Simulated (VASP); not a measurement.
## Ga: relaxation of shape and atoms at fixed volume with PBEsol

The system is Ga.

```
Ga
1.0
    -1.43999    1.43999    2.35069
     1.43999   -1.43999    2.35069
     1.43999    1.43999   -2.35069
Ga
1
Direct
  0.00000 0.00000 0.00000
```

This cell differs from its parent crystal: volume scaled by 1.10.

| Property | Result |
| --- | --- |
| Program | VASP 6.6.1 |
| Task | relaxation of shape and atoms at fixed volume |
| Functional | PBEsol |
| Potentials or basis | VASP PAW PBE potentials, release 64 (Ga_d) |
| Cutoff | 600 eV |
| k mesh | 20 × 20 × 20 |
| Occupations | gaussian, width 0.1 eV |
| Spin | no spin polarisation |
| Dipole correction | no |
| Further INCAR settings | ALGO = Fast; EDIFF = 1e-06; IBRION = 2; EDIFFG = -0.01; NSW = 50; ISIF = 4 |

* Energy gained by relaxing: 0.0 meV/atom
* Ionic steps: 3
* Pressure after relaxing: -4.5 GPa

Final structure:
```
Ga
1.0
    -1.43781    1.43781    2.35785
     1.43781   -1.43781    2.35785
     1.43781    1.43781   -2.35785
Ga
1
Direct
  0.00000 0.00000 0.00000
```

Levels at points of the mesh, in eV from the Fermi level:
```csv
k point,band 4,band 5,band 6,band 7,band 8,band 9
"(0.00, 0.00, 0.00)",-14.76,-14.63,-10.80,11.68,11.90,11.90
"(0.50, 0.00, 0.00)",-14.62,-14.58,-4.86,-3.78,7.59,11.29
"(0.50, 0.50, 0.00)",-14.62,-14.51,-1.80,-1.38,3.65,4.80
"(0.50, 0.50, 0.50)",-14.59,-14.59,-4.27,-3.41,6.51,6.51
```

Run time: 2 min on 1 thread of Intel(R) Xeon(R) 6975P-C (Granite Rapids), with other jobs on the host, peak memory 0.29 GiB.

Caveat: the PAW data sets were made with another functional, which shifts forces and pressure a little.
